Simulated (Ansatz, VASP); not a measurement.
One calculation of Cl, two programs

```
CELL_PARAMETERS angstrom
3.95236 -2.14742 0.00000
3.95236 2.14742 0.00000
0.00000 0.00000 8.33646
ATOMIC_POSITIONS crystal
Cl 0.11345 0.88655 0.10652
Cl 0.61345 0.38655 0.39348
Cl 0.88655 0.11345 0.89348
Cl 0.38655 0.61345 0.60652
```

Alike in both runs: functional PBE; k mesh 8 × 8 × 4; occupations gaussian, width 0.02 eV; no spin polarisation.

Ansatz relaxed the structure, and its values are those at the end. VASP's run is a single point on that final structure, the one shown.

```csv
,VASP,Ansatz
version,VASP 6.6.1,Ansatz 0.2.0
potentials or method,"VASP PAW PBE potentials, release 64 (Cl), cutoff 520 eV","scalar-relativistic, plane waves, PAW"
valence electrons in the cell,28,28
```

```tsv
	VASP	Ansatz	Ansatz less VASP
gap on the k mesh at the Fermi level (eV)	2.34	2.30	-0.046
least direct gap on the mesh (eV)	2.34	2.30	-0.046
pressure (GPa)	-0.3	0.0	+0.29
rms of the force components (eV/Å)	0.102	0.000	-0.1013
```
